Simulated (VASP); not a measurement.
A run of VASP 6.6.1 is set up as follows.

POSCAR

```
BP
1.0
    0.0000000000      2.2690000000      2.2690000000
    2.2690000000      0.0000000000      2.2690000000
    2.2690000000      2.2690000000      0.0000000000
P B
1 1
Direct
    0.7500000000      0.7500000000      0.7500000000
    0.0000000000      0.0000000000      0.0000000000
```

The input INCAR.step1:

```
SYSTEM = BP
PREC     = Accurate       ! precision mode
ENCUT    = 520            ! plane-wave cutoff, eV
ISMEAR   = -1             ! smearing method
SIGMA    = 0.05           ! smearing width, eV
LREAL    = .FALSE.        ! projectors in reciprocal space
LASPH    = .TRUE.         ! aspherical terms in the spheres
NELM     = 80             ! most SCF steps
NBANDS   = 11             ! bands
GGA      = PE             ! functional
ALGO     = Normal         ! electronic algorithm
EDIFF    = 1E-4           ! SCF threshold, eV
LWAVE    = .TRUE.         ! write WAVECAR
LCHARG   = .FALSE.        ! write CHGCAR
```

File INCAR.step2:

```
SYSTEM = BP
PREC     = Accurate       ! precision mode
ENCUT    = 520            ! plane-wave cutoff, eV
EDIFF    = 1E-7           ! SCF threshold, eV
ISMEAR   = -1             ! smearing method
SIGMA    = 0.05           ! smearing width, eV
LREAL    = .FALSE.        ! projectors in reciprocal space
LASPH    = .TRUE.         ! aspherical terms in the spheres
NELM     = 80             ! most SCF steps
ALGO     = Normal         ! electronic algorithm
ISIF     = 2              ! what is computed and relaxed
LWAVE    = .FALSE.        ! write WAVECAR
LCHARG   = .TRUE.         ! write CHGCAR
METAGGA  = R2SCAN         ! meta-GGA
LMIXTAU  = .TRUE.       
LUSE_VDW = .TRUE.       
IVDW_NL  = 2            
BPARAM   = 11.95        
CPARAM   = 0.0093       
LELF     = .TRUE.         ! ELF
LVHAR    = .TRUE.       
NBANDS   = 11             ! bands
ISTART   = 1
```

Contents of KPOINTS:

```
regular mesh
0
G
  10 10 10
  0 0 0
```

Potentials or basis: VASP PAW PBE potentials, release 64 (P, B).

Command:

```sh
$ cat potpaw_PBE.64/P/POTCAR potpaw_PBE.64/B/POTCAR > POTCAR
$ cp INCAR.step1 INCAR
$ mpirun -np 1 vasp_std > vasp.out
$ cp INCAR.step2 INCAR
$ mpirun -np 1 vasp_std > vasp.out
```

Task: What does it give for the pressure?

Result: -1.3 GPa.

Task: What does it give for the band gap on the k mesh?

Result: 1.42 eV, indirect (least direct gap 3.63 eV).

Caveat: the PAW data sets were made with another functional, which shifts forces and pressure a little. r2SCAN opens gaps a little over a GGA but as a rule still falls short of measured ones.
